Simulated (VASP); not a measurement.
## MgS: single point with r2SCAN

The system is MgS.

```xyz
2
Lattice="3.1962 0.0000 0.0000 0.0000 3.1962 0.0000 0.0000 0.0000 3.1962" Properties=species:S:1:pos:R:3 pbc="T T T"
Mg    0.0000    0.0000    0.0000
S     1.5981    1.5981    1.5981
```

```yaml
Program: VASP 6.6.1
Task: single point
Functional: r2SCAN
Potentials_or_basis: VASP PAW PBE potentials, release 64 (Mg_sv, S)
Cutoff: 920 eV
k_mesh: 6 × 6 × 6
Occupations: fermi-dirac, width 0.02 eV
Spin: no spin polarisation
```

```yaml
Pressure: 5.4 GPa
Band_gap_on_the_k_mesh: 0.24 eV (least direct gap 0.26 eV)
```

Levels at points of the mesh, in eV from the valence-band top:
```csv
k point,band 6,band 7,band 8,band 9,band 10,band 11
"(0.00, 0.00, 0.00)",-1.44,-1.44,-1.44,2.11,4.72,4.72
"(0.50, 0.00, 0.00)",-7.22,-0.61,-0.61,4.91,7.61,7.78
"(0.50, 0.50, 0.00)",-5.54,-5.54,-0.02,0.24,8.47,9.61
"(0.50, 0.50, 0.50)",-4.22,-4.22,-4.22,1.96,1.96,1.96
```

Wall time 42 s on 1 thread of AMD EPYC 9R45 96-Core Processor (Zen 5), on a shared host, peak memory 0.15 GiB.

Caveat: the cell stands under pressure; the structure was generated, so it needn't be the stable form of MgS; semilocal functionals underestimate gaps, and a narrow one can read as zero; the PAW data sets were made with another functional, which shifts forces and pressure a little. A k mesh can miss the band edges.
